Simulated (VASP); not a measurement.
Set up this calculation in VASP 6.6.1, as the native input.

```
Task                   : relaxation of cell and atoms
Functional             : PBE
Potentials or basis    : VASP PAW PBE potentials, release 64 (Li_sv, Sn_d)
Cutoff                 : 600 eV
k mesh                 : 4 × 4 × 4
Occupations            : gaussian, width 0.1 eV
Spin                   : no spin polarisation
Dipole correction      : no
Further INCAR settings : ALGO = Normal; EDIFF = 1e-07; IBRION = 2; EDIFFG = -0.04; NSW = 90; ISIF = 3
```

The structure of Li6Sn lies in POSCAR:

```
Li6Sn
1.0
   -3.0064578000      3.0064578000      3.0064578000
    3.0064578000     -3.0064578000      3.0064578000
    3.0064578000      3.0064578000     -3.0064578000
Li Sn
6 1
Direct
    0.5000000000      0.7500000000      0.2500000000
    0.5000000000      0.2500000000      0.7500000000
    0.2500000000      0.5000000000      0.7500000000
    0.7500000000      0.5000000000      0.2500000000
    0.7500000000      0.2500000000      0.5000000000
    0.2500000000      0.7500000000      0.5000000000
    0.0000000000      0.0000000000      0.0000000000
```

These files were run (other wordings do the same):

INCAR

```
PREC = Accurate
ENCUT = 600
EDIFF = 1E-7
ISMEAR = 0
SIGMA = 0.1
LREAL = F
LASPH = T
NELM = 60
ALGO = Normal
ISIF = 3
LWAVE = F
LCHARG = F
GGA = PE
IBRION = 2
NSW = 90
EDIFFG = -0.04
```

KPOINTS

```
Automatic mesh
0
Gamma
  4 4 4
```

Potentials or basis: VASP PAW PBE potentials, release 64 (Li_sv, Sn_d).

Run with:

```console
$ cat potpaw_PBE.64/Li_sv/POTCAR potpaw_PBE.64/Sn_d/POTCAR > POTCAR
$ mpirun -np 1 vasp_std > vasp.out
```

It gave:

```
Relaxed volume                         : 22.18 Å³/atom
Relaxed cell                           : a = 5.864 Å, b = 5.864 Å, c = 5.864 Å, α = 109.47°, β = 109.47°, γ = 109.47°
Space group after relaxing (to 0.05 Å) : Im-3m (No. 229)
Energy gained by relaxing              : 152.5 meV/atom
Ionic steps                            : 3
Pressure after relaxing                : 0.0 GPa
Band gap on the k mesh                 : zero (band 16 reaches 2.75 eV, above the bottom of band 17 at 0.88 eV)
```

Caveat: the k points lie up to 0.33 Å⁻¹ apart in the final cell; the cutoff is under 1.25 times the usual one of these potentials, so pressure, stress and relaxed cells hold a basis-set (Pulay) error; the volume moved by over 15 % at a fixed basis, so the end points are rough; spin-orbit coupling is left out, which moves the levels of the heavy elements.

Run time: 64 s on 1 thread of Intel(R) Xeon(R) Platinum 8488C (Sapphire Rapids) (shared host), peak memory 0.26 GiB.
